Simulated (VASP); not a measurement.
Set up this calculation in VASP 6.6.1, as the native input.

```yaml
Task: single point
Functional: PBE
Dispersion: D3(BJ)
Potentials_or_basis: VASP PAW PBE potentials, release 64 (C)
Cutoff: 520 eV
k_mesh: 8 × 12 × 8
Occupations: gaussian, width 0.02 eV
Spin: no spin polarisation
Dipole_correction: no
Further_INCAR_settings: ALGO = Normal; EDIFF = 1e-07; NBANDS = 16
```

The structure of C lies in POSCAR:

```
C
1.0
    4.2694048708      0.0000000000      0.0000000000
    0.0000000000      2.4649234225      0.0000000000
   -1.3512023561      0.0000000000      3.3739455666
C
4
Direct
    0.8334041897      0.0000000000      0.0002211056
    0.6665958103      0.5000000000      0.9997788944
    0.3334041897      0.5000000000      0.0002211056
    0.1665958103      0.0000000000      0.9997788944
```

This cell differs from its parent crystal: shear of c along a, cell held: +2.0 %, then relaxed in part.

The input as run:

INCAR

```
SYSTEM = C
PREC = Accurate
ENCUT = 520
EDIFF = 1E-7
ISMEAR = 0
SIGMA = 0.02
LREAL = .False.
LASPH = .True.
NELM = 60
ALGO = Normal
ISIF = 2
LWAVE = .False.
LCHARG = .False.
GGA = PE
IVDW = 12
NBANDS = 16
```

KPOINTS

```
regular mesh
0
Gamma
  8 12 8
  0 0 0
```

Potentials or basis: VASP PAW PBE potentials, release 64 (C).

The run is started by

```sh
$ cat potpaw_PBE.64/C/POTCAR > POTCAR
$ mpirun -np 1 vasp_std > vasp.out
```

Results of the run:

```
Pressure                   : 0.4 GPa
Band gap on the k mesh     : 0.53 eV
Dispersion energy per atom : -0.155 eV
```

Caveat: the cell differs from its parent crystal (shear of c along a, cell held: +2.0 %, then relaxed in part).

It took 31 s on 1 thread of Intel(R) Xeon(R) 6975P-C (Granite Rapids) (shared host), peak memory 0.22 GiB.
